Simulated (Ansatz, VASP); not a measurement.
## Ni: VASP beside Ansatz

File INCAR:

```
ALGO = Fast
EDIFF = 1E-6
ENCUT = 520
GGA = PE
ISIF = 2
ISMEAR = 0
ISPIN = 2
LASPH = T
LCHARG = F
LMAXMIX = 4
LORBIT = 11
LREAL = F
LWAVE = F
MAGMOM = 1
NBANDS = 15
NELM = 150
PREC = Accurate
SIGMA = 0.02
```

KPOINTS

```
k-points
0
Gamma
  13 13 13
```

The input POSCAR:

```
Ni
1.0
   -1.3837154700      1.3837154700      1.3837154700
    1.3837154700     -1.3837154700      1.3837154700
    1.3837154700      1.3837154700     -1.3837154700
Ni
1
Direct
    0.0000000000      0.0000000000      0.0000000000
```

input.yaml

```yaml
crystal:
  lattice:
    - [-1.38371547, 1.38371547, 1.38371547]
    - [1.38371547, -1.38371547, 1.38371547]
    - [1.38371547, 1.38371547, -1.38371547]
  atoms:
    - { symbol: Ni, position: [0.0, 0.0, 0.0], spin: 1.0 }
kpoints:
  mp_grid: { grid: [13, 13, 13] }
scf:
  occupations: { method: gaussian, width: 0.02 }
hamiltonian:
  xc: pbe
  pseudopotentials: { kind: all_electron, lapw: { basis_error: 0.001 } }
magnetization:
  spin_polarized: true
output:
  forces: true
  stress: true
  eigenvalues: true
```

Alike in both runs: task single point; functional PBE; k mesh 13 × 13 × 13; occupations gaussian, width 0.02 eV; collinear spin.

|  | VASP | Ansatz |
| --- | --- | --- |
| version | VASP 6.6.1 | Ansatz 0.2.0 |
| potentials or method | VASP PAW PBE potentials, release 64 (Ni), cutoff 520 eV | all-electron LAPW, scalar-relativistic |

```tsv
	VASP	Ansatz	Ansatz less VASP
gap on the k mesh at the Fermi level (eV)	none	none	-
pressure (GPa)	7.6	7.7	+0.08
net moment per atom (μB)	0.59	0.59	+0.001
size of the moment on the site where the two differ most (μB)	0.60	0.62	+0.020
```

Site moments also hang on the region over which each program counts them. A gap of «none» marks a metal or a gap that the smearing closes. Ansatz ran all-electron here, and VASP with PAW potentials.
